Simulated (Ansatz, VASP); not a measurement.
**Two plane-wave programs on WSe2**

Contents of INCAR:

```
SYSTEM = WSe2
ALGO     = Normal         ! electronic algorithm
DIPOL    = 0.5 0.5 0.393
EDIFF    = 1E-6           ! SCF threshold, eV
ENCUT    = 520            ! plane-wave cutoff, eV
GGA      = PE             ! functional
IDIPOL   = 3            
ISIF     = 2              ! what is computed and relaxed
ISMEAR   = 0              ! smearing method
IVDW     = 12             ! dispersion correction
LASPH    = .TRUE.         ! aspherical terms in the spheres
LCHARG   = .FALSE.        ! write CHGCAR
LDIPOL   = .TRUE.       
LREAL    = .FALSE.        ! projectors in reciprocal space
LWAVE    = .FALSE.        ! write WAVECAR
NBANDS   = 35             ! bands
NELM     = 60             ! most SCF steps
PREC     = Accurate       ! precision mode
SIGMA    = 0.05           ! smearing width, eV
```

File KPOINTS:

```
k-points
0
G
  9 9 1
  0 0 0
```

The input POSCAR:

```
WSe2
1.0
    3.2854929709      0.0000000000      0.0000000000
   -1.6427464855      2.8453203767      0.0000000000
    0.0000000000      0.0000000000     24.2386466774
Se W
4 2
Direct
    0.3333333333      0.6666666667      0.1856539294
    0.3333333333      0.6666666667      0.3246601777
    0.6666666667      0.3333333333      0.4620440855
    0.6666666667      0.3333333333      0.6010503338
    0.6666666667      0.3333333333      0.2551570536
    0.3333333333      0.6666666667      0.5315472097
```

Input for Ansatz:

```yaml
crystal:
  lattice:
    - [3.2854929709, 0.0, 0.0]
    - [-1.6427464855, 2.8453203767, 0.0]
    - [0.0, 0.0, 24.2386466774]
  atoms:
    - { symbol: Se, position: [0.3333333333, 0.6666666667, 0.1856539294] }
    - { symbol: W, position: [0.6666666667, 0.3333333333, 0.2551570536] }
    - { symbol: Se, position: [0.3333333333, 0.6666666667, 0.3246601777] }
    - { symbol: Se, position: [0.6666666667, 0.3333333333, 0.4620440855] }
    - { symbol: W, position: [0.3333333333, 0.6666666667, 0.5315472097] }
    - { symbol: Se, position: [0.6666666667, 0.3333333333, 0.6010503338] }
basis:
  ecutwfc: 420
kpoints:
  mp_grid: { grid: [9, 9, 1] }
hamiltonian:
  xc: pbe
  pseudopotentials: { kind: paw, azcp: { folder: soft_1 } }
  dispersion: d3bj
scf:
  occupations: { method: gaussian, width: 0.05 }
output:
  forces: true
  eigenvalues: true
efield:
  axis: 3
  dipole_correction: true
  ramp_width: 0.04
```

Alike in both runs: task single point; functional PBE; dispersion D3(BJ); k mesh 9 × 9 × 1; occupations gaussian, width 0.05 eV; no spin polarisation.

|  | VASP | Ansatz |
| --- | --- | --- |
| version | VASP 6.6.1 | Ansatz 0.2.0 |
| potentials or method | VASP PAW PBE potentials, release 64 (Se, W_sv), cutoff 520 eV | scalar-relativistic, plane waves, PAW |
| valence electrons in the cell | 52 | 92 |

|  | VASP | Ansatz | Ansatz less VASP |
| --- | --- | --- | --- |
| gap on the k mesh at the Fermi level (eV) | 1.50 | 1.50 | -0.001 |
| least direct gap on the mesh (eV) | 1.63 | 1.63 | +0.003 |
| rms of the force components (eV/Å) | 0.042 | 0.026 | -0.0162 |

VASP's potentials hold 52 valence electrons a cell and Ansatz's 92, so a difference there can come from the potentials and not from the codes.

Spin-orbit coupling is off throughout.
